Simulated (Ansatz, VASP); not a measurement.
## SnSe: VASP beside Ansatz

```
CELL_PARAMETERS angstrom
0.00000 3.02000 3.02000
3.02000 0.00000 3.02000
3.02000 3.02000 0.00000
ATOMIC_POSITIONS crystal
Sn 0.00000 0.00000 0.00000
Se 0.50000 0.50000 0.50000
```

Change from the starting cell: volume scaled by 1.01, crystal datasets.

Alike in both runs: task electric field gradients; functional LDA; k mesh 9 × 9 × 9; occupations fermi-dirac, width 0.02 eV; no spin polarisation.

|  | VASP | Ansatz |
| --- | --- | --- |
| version | VASP 6.6.1 | Ansatz 0.2.0 |
| potentials or method | VASP PAW LDA potentials, release 64 (Sn_d, Se), cutoff 520 eV | all-electron PAW with datasets made for the crystal, scalar-relativistic |

```tsv
	VASP	Ansatz	Ansatz less VASP
pressure (GPa)	-3.6	-3.7	-0.06
```

LDA's correlation is that of Perdew and Zunger in VASP and of Perdew and Wang (1992) in Ansatz. Ansatz ran all-electron here, and VASP with PAW potentials.
